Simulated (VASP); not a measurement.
# Cu (Cmcm) in VASP: a series of runs

Cu is run at these levels: PBEsol; tasks: single point.

Everything below comes from runs of VASP 6.6.1. Logs are shortened: lines on timing, memory, paths and dates and some standing lists are left out, and cuts for length are marked.

### 1 The cell of the first run

Symmetry: Cmcm, No. 63, orthorhombic system. The conventional cell has a = 2.162 Å, b = 7.048 Å, c = 2.468 Å, α = 90.00°, β = 90.00°, γ = 90.00°. Within 2.9 Å of Cu (site symmetry m2m) lie 10 Cu at 2.16 to 2.47 Å.

### 2 Single point, PBEsol (normal strain along x -0.1100, normal strain along y -0.1100)

Input file INCAR:

```
  ALGO = Fast
  EDIFF = 1E-6
  ENCUT = 520
  GGA = PS
  ISIF = 2
  ISMEAR = 0
  LASPH = T
  LCHARG = F
  LREAL = F
  LWAVE = F
  NBANDS = 18
  NELM = 80
  PREC = Accurate
  SIGMA = 0.15
```

Input file KPOINTS:

```
k-points
0
Gamma
  20 20 18
```

Input file POSCAR:

```
Cu
1.0
    1.0810783139     -3.5239251767      0.0000000000
    1.0810783139      3.5239251767      0.0000000000
    0.0000000000      0.0000000000      2.4675572805
Cu
2
Direct
    0.1338543804      0.8661456196      0.2500000000
    0.8661456196      0.1338543804      0.7500000000
```

Potentials or basis: VASP PAW PBE potentials, release 64 (Cu).

Command:

```
$ cat potpaw_PBE.64/Cu/POTCAR > POTCAR
$ mpirun -np 1 vasp_std > vasp.out
```

OUTCAR:

```text
EDIFF = 1E-6
   ENCUT = 520
   GGA = PS
   ISIF = 2
   ISMEAR = 0
   LASPH = T
   LREAL = F
   NELM = 80
   PREC = Accurate

 ion  position               nearest neighbor table
   1  0.134  0.866  0.250-   2 2.25   2 2.25   2 2.32   2 2.32   2 2.32   2 2.32
   2  0.866  0.134  0.750-   1 2.25   1 2.25   1 2.32   1 2.32   1 2.32   1 2.32

  LATTYP: Found a base centered orthorhombic cell.
 ALAT       =     2.1621566278
 B/A-ratio  =     3.2596391320
 C/A-ratio  =     1.1412481634

  Lattice vectors:

 A1 = (   1.0810783139,  -3.5239251767,   0.0000000000)
 A2 = (   1.0810783139,   3.5239251767,   0.0000000000)
 A3 = (   0.0000000000,   0.0000000000,   2.4675572805)

Analysis of symmetry for initial positions (statically):
=====================================================================
 Subroutine PRICEL returns:
 Original cell was already a primitive cell.

 Routine SETGRP: Setting up the symmetry group for a
 base centered orthorhombic supercell.

 Subroutine GETGRP returns: Found  8 space group operations
 (whereof  4 operations were pure point group operations)
 out of a pool of  8 trial point group operations.

The static configuration has the point symmetry C_2h.
 The point group associated with its full space group is D_2h.

Analysis of symmetry for dynamics (positions and initial velocities):
=====================================================================
 Subroutine PRICEL returns:
 Original cell was already a primitive cell.

 Routine SETGRP: Setting up the symmetry group for a
 base centered orthorhombic supercell.

 Subroutine GETGRP returns: Found  8 space group operations
 (whereof  4 operations were pure point group operations)
 out of a pool of  8 trial point group operations.

The dynamic configuration has the point symmetry C_2h.
 The point group associated with its full space group is D_2h.

 Subroutine INISYM returns: Found  8 space group operations
 (whereof  4 operations are pure point group operations),
 and found     1 'primitive' translations

----------------------------------------------------------------------------------------

                                     Primitive cell

  volume of cell :      18.8010

  direct lattice vectors                    reciprocal lattice vectors
     1.081078314 -3.523925177  0.000000000     0.462501184 -0.141887235  0.000000000
     1.081078314  3.523925177  0.000000000     0.462501184  0.141887235  0.000000000
     0.000000000  0.000000000  2.467557280     0.000000000  0.000000000  0.405259083

  length of vectors
     3.686024820  3.686024820  2.467557280     0.483776118  0.483776118  0.405259083

  position of ions in fractional coordinates (direct lattice)
     0.133854380  0.866145620  0.250000000
     0.866145620  0.133854380  0.750000000

  ion indices of the primitive-cell ions
   primitive index   ion index
                 1           1
                 2           2

----------------------------------------------------------------------------------------

 KPOINTS: k-points

Automatic generation of k-mesh.
 Grid dimensions read from file:
 generate k-points for:   20   20   18

 Generating k-lattice:

  Cartesian coordinates                     Fractional coordinates (reciprocal lattice)
     0.023125059 -0.007094362  0.000000000     0.050000000 -0.000000000  0.000000000
     0.023125059  0.007094362  0.000000000    -0.000000000  0.050000000  0.000000000
     0.000000000  0.000000000  0.022514393     0.000000000  0.000000000  0.055555556

  Length of vectors
     0.024188806  0.024188806  0.022514393

  Shift w.r.t. Gamma in fractional coordinates (k-lattice)
     0.000000000  0.000000000  0.000000000

 Subroutine IBZKPT returns following result:
 ===========================================

 Found   1110 irreducible k-points:

 Following reciprocal coordinates:
            Coordinates               Weight
  0.000000  0.000000  0.000000      1.000000
  0.050000  0.000000  0.000000      4.000000
  0.100000  0.000000  0.000000      4.000000
  0.150000  0.000000  0.000000      4.000000
  0.200000  0.000000  0.000000      4.000000
  0.250000  0.000000  0.000000      4.000000
[... 16 lines left out ...]
 -0.400000  0.050000  0.000000      4.000000
 -0.350000  0.050000  0.000000      4.000000
 [... further k-points ...]
   k-points           NKPTS =   1110   k-points in BZ     NKDIM =   1110   number of bands    NBANDS=     18
   number of dos      NEDOS =    301   number of ions     NIONS =      2
   total plane-waves  NPLWV =  14112
   dimension x,y,z NGX =    28 NGY =   28 NGZ =   18
   dimension x,y,z NGXF=    56 NGYF=   56 NGZF=   36
   ions per type =               2
   NGX,Y,Z   is equivalent  to a cutoff of  12.63, 12.63, 12.13 a.u.
   NGXF,Y,Z  is equivalent  to a cutoff of  25.26, 25.26, 24.25 a.u.
 SYSTEM =  unknown system
   PREC   = accura    normal or accurate (medium, high low for compatibility)
   ISTART =      0    job   : 0-new  1-cont  2-samecut
   ICHARG =      2    charge: 1-file 2-atom 10-const
   ISPIN  =      1    spin polarized calculation?
   LNONCOLLINEAR =      F non collinear calculations
   LSORBIT =      F    spin-orbit coupling
   LASPH  =      T    aspherical Exc in radial PAW
   ENCUT  =  520.0 eV  38.22 Ry    6.18 a.u.   6.85  6.85  4.59*2*pi/ulx,y,z
   NELM   =     80;   NELMIN=  2; NELMDL= -5     # of ELM steps
   EDIFF  = 0.1E-05   stopping-criterion for ELM
   LREAL  =      F    real-space projection
[... 7 lines left out ...]
   TEBEG  =    0.0;   TEEND  =   0.0 temperature during run
   PSTRESS=    0.0 pullay stress
   NELECT =      22.0000    total number of electrons
   NUPDOWN=      -1.0000    fix difference up-down
   EMIN   =  10.00;   EMAX   =-10.00  energy-range for DOS
   EFERMI =   0.00;   METHOD = LEGACY
   ISMEAR =     0;   SIGMA  =   0.15  broadening in eV -4-tet -1-fermi 0-gaus
   EFERMI_NEDOS =   21; number of points for ismear=-14 and -15
   IALGO  =     68    algorithm
   IMIX   =      4    mixing-type and parameters
     AMIX     =   0.40;   BMIX     =  1.00
     AMIX_MAG =   1.60;   BMIX_MAG =  1.00
  volume/ion in A,a.u.               =       9.40        63.44
  Fermi-wavevector in a.u.,A,eV,Ry     =   1.725131  3.260025 40.491977  2.976076
  Thomas-Fermi vector in A             =   2.800689
   LORBIT       =      0    0 simple, 1 ext, 2 COOP (PROOUT), +10 PAW based schemes
   GGA     = PS    functional components
   LHFCALC =     F    Hartree Fock is set to
   AEXX    =    0.0000 exact exchange contribution
   IVDW    =     0    specifies the selected vdW correction
   LEPSILON=     F    determine dielectric tensor
   LRPA    =     F    only Hartree local field effects (RPA)
 non-spin polarized calculation
 RMM-DIIS sequential band-by-band and
 Gauss-broadening in eV      SIGMA  =   0.15
  energy-cutoff  :      520.00
  volume of cell :       18.80
 maximum number of plane-waves:       526
   NGX = 13   NGY = 13   NGZ =  9

 number of electron      21.9999983 magnetization

 Free energy of the ion-electron system (eV)
  ---------------------------------------------------
  ext. energy  EPLUGINS =         0.00000000
  ---------------------------------------------------
  free energy    TOTEN  =        -7.32147962 eV

  energy without entropy =       -7.31540793  energy(sigma->0) =       -7.31844377

 E-fermi :  10.6396     XC(G=0): -14.2573

 val. band max:       10.6393381069   @ k =   0.3000   0.1500   0.2222
 cond. band min:      10.6411378249   @ k =  -0.2000   0.1500   0.1111
 fundamental gap:      0.0017997180
 Fermi energy:        10.6395681072

 k-point     1 :       0.0000    0.0000    0.0000
  band No.  band energies     occupation
      1      -0.6506      2.00000
      2       4.0785      2.00000
      3       4.8960      2.00000
      4       5.6158      2.00000
      5       6.1113      2.00000
      6       7.7174      2.00000
[... 10 lines left out ...]
     17      34.7957      0.00000
     18      35.5918      0.00000

 k-point     2 :       0.0500    0.0000    0.0000
  band No.  band energies     occupation
      1      -0.5557      2.00000
      2       4.1213      2.00000
      3       4.9466      2.00000
      4       5.6634      2.00000
      5       6.1279      2.00000
      6       7.6915      2.00000
[... 10 lines left out ...]
     17      33.7175      0.00000
     18      34.2752      0.00000

 k-point     3 :       0.1000    0.0000    0.0000
  band No.  band energies     occupation
      1      -0.2740      2.00000
      2       4.2421      2.00000
      3       5.0940      2.00000
      4       5.8036      2.00000
      5       6.1757      2.00000
      6       7.4678      2.00000
[... 10 lines left out ...]
     17      32.0256      0.00000
     18      34.3718      0.00000

 k-point     4 :       0.1500    0.0000    0.0000
  band No.  band energies     occupation
      1       0.1848      2.00000
      2       4.4213      2.00000
      3       5.3198      2.00000
      4       6.0204      2.00000
      5       6.2486      2.00000
      6       6.9986      2.00000
[... 375 lines left out ...]
      4       6.5749      2.00000
      5       6.6492      2.00000
      6       6.6855      2.00000
[... 10 lines left out ...]
     17      32.2787      0.00000
     18      32.5182      0.00000

 k-point    23 :      -0.4000    0.0500    0.0000
  band No.  band energies     occupation
      1       3.3139      2.00000
      2       4.7097      2.00000
      3       5.8814      2.00000
      4       6.3086      2.00000
      5       6.5735      2.00000
      6       6.8745      2.00000
[... 10 lines left out ...]
     17      32.0585      0.00000
     18      34.5454      0.00000

 k-point    24 :      -0.3500    0.0500    0.0000
  band No.  band energies     occupation
      1       2.5335      2.00000
      2       4.8181      2.00000
      3       5.8103      2.00000
      4       6.0364      2.00000
      5       6.5452      2.00000
      6       7.1173      2.00000
[... 10 lines left out ...]
     17      31.7590      0.00000
     18      35.2360      0.00000

 [... further k-points ...]

------------------------ aborting loop because EDIFF is reached ----------------------------------------

  FORCE on cell =-STRESS in cart. coord.  units (eV):
  Direction    XX          YY          ZZ          XY          YZ          ZX
  --------------------------------------------------------------------------------------
  -------------------------------------------------------------------------------------
  Total       10.8743428      8.0971902      5.0319065      0.0000000      0.0000000      0.0000000
  in kB      926.6858490    690.0234470    428.8072003      0.0000000      0.0000000      0.0000000
  external PRESSURE =     681.8388321 kB  Pullay stress =       0.0000000 kB

 VOLUME and BASIS-vectors are now :
 -----------------------------------------------------------------------------
  energy-cutoff  :      520.00
  volume of cell :       18.80
      direct lattice vectors                 reciprocal lattice vectors
     1.081078314 -3.523925177  0.000000000     0.462501184 -0.141887235  0.000000000
     1.081078314  3.523925177  0.000000000     0.462501184  0.141887235  0.000000000
     0.000000000  0.000000000  2.467557280     0.000000000  0.000000000  0.405259083

 POSITION                                       TOTAL-FORCE (eV/Angst)
 -----------------------------------------------------------------------------------
      1.08108      2.58054      0.61689         0.000000      0.539250      0.000000
      1.08108     -2.58054      1.85067         0.000000     -0.539250      0.000000
 -----------------------------------------------------------------------------------
    total drift:                                0.000000     -0.000000      0.000000

  FREE ENERGIE OF THE ION-ELECTRON SYSTEM (eV)
  ---------------------------------------------------
  free  energy   TOTEN  =        -7.3214796179 eV

  energy  without entropy=       -7.3154079295  energy(sigma->0) =       -7.31844377
```

Run time: 11 min. Hardware: 1 thread of Intel Xeon 8259CL, shared host; peak memory 0.41 GiB.

Results:

| Property | Result |
| --- | --- |
| Free energy | -7.3215 eV |
| Pressure | 68.2 GPa |
| Largest force | 0.539 eV/Å |
| Band gap on the k mesh | zero (bands 11 and 12 overlap by 6.29 eV) |

Forces on the atoms (eV/Å):
```
Cu   0.000  0.539  0.000
Cu   0.000 -0.539  0.000
```

Stress tensor (GPa, compression positive):
```
92.67  0.00  0.00
 0.00 69.00  0.00
 0.00  0.00 42.88
```

Caveat: the cell differs from its parent crystal (normal strain along x -0.1100, normal strain along y -0.1100); the stress differs along the axes, from 43 to 93 GPa; the PAW data sets were made with another functional, which shifts forces and pressure a little.

(Part 1 of 2 ends here.)
